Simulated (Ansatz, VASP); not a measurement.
In3SbAs2 in VASP and in Ansatz

File INCAR:

```
SYSTEM = In3SbAs2
  ALGO = Normal
  EDIFF = 1E-6
  ENCUT = 520
  GGA = PE
  ISIF = 2
  ISMEAR = -1
  LASPH = .True.
  LCHARG = .False.
  LREAL = .False.
  LWAVE = .False.
  NBANDS = 36
  NELM = 100
  PREC = Accurate
  SIGMA = 0.02
```

The input KPOINTS:

```
k-points
0
Gamma
  6 6 6
  0 0 0
```

POSCAR

```
In3SbAs2
1.0
   -2.2863369824      2.2863369824      9.6815589523
    2.2863369824     -2.2863369824      9.6815589523
    2.2863369824      2.2863369824     -9.6815589523
As In Sb
2 3 1
Direct
    0.1705848531      0.1705848531      0.0000000000
    0.8294151469      0.8294151469      0.0000000000
    0.7500000000      0.2500000000      0.5000000000
    0.4089956032      0.9089956032      0.5000000000
    0.0910043968      0.5910043968      0.5000000000
    0.5000000000      0.5000000000      0.0000000000
```

Input for Ansatz:

```yaml
crystal:
  lattice:
    - [-2.2863369824, 2.2863369824, 9.6815589523]
    - [2.2863369824, -2.2863369824, 9.6815589523]
    - [2.2863369824, 2.2863369824, -9.6815589523]
  atoms:
    - { symbol: As, position: [0.1705848531, 0.1705848531, 0.0] }
    - { symbol: In, position: [0.75, 0.25, 0.5] }
    - { symbol: As, position: [0.8294151469, 0.8294151469, 0.0] }
    - { symbol: In, position: [0.4089956032, 0.9089956032, 0.5] }
    - { symbol: Sb, position: [0.5, 0.5, 0.0] }
    - { symbol: In, position: [0.0910043968, 0.5910043968, 0.5] }
kpoints:
  mp_grid: { grid: [6, 6, 6] }
hamiltonian:
  xc: pbe
scf:
  occupations: { method: fermi_dirac, width: 0.02 }
  n_extra_bands: 5
output:
  forces: true
  stress: true
  eigenvalues: true
```

Alike in both runs: task single point; functional PBE; k mesh 6 × 6 × 6; occupations fermi-dirac, width 0.02 eV; no spin polarisation.

```csv
,VASP,Ansatz
version,VASP 6.6.1,Ansatz 0.2.0
potentials or method,"VASP PAW PBE potentials, release 64 (As, In_d, Sb)","plane waves, PAW"
plane-wave cutoff (eV),520,420
valence electrons in the cell,54,84
```

```tsv
	VASP	Ansatz	Ansatz less VASP
pressure (GPa)	-2.2	-2.2	-0.01
rms of the force components (eV/Å)	0.012	0.010	-0.0019
```

VASP's potentials hold 54 valence electrons a cell and Ansatz's 84, so a difference there can come from the potentials and not from the codes.

Neither program's run includes spin-orbit coupling.
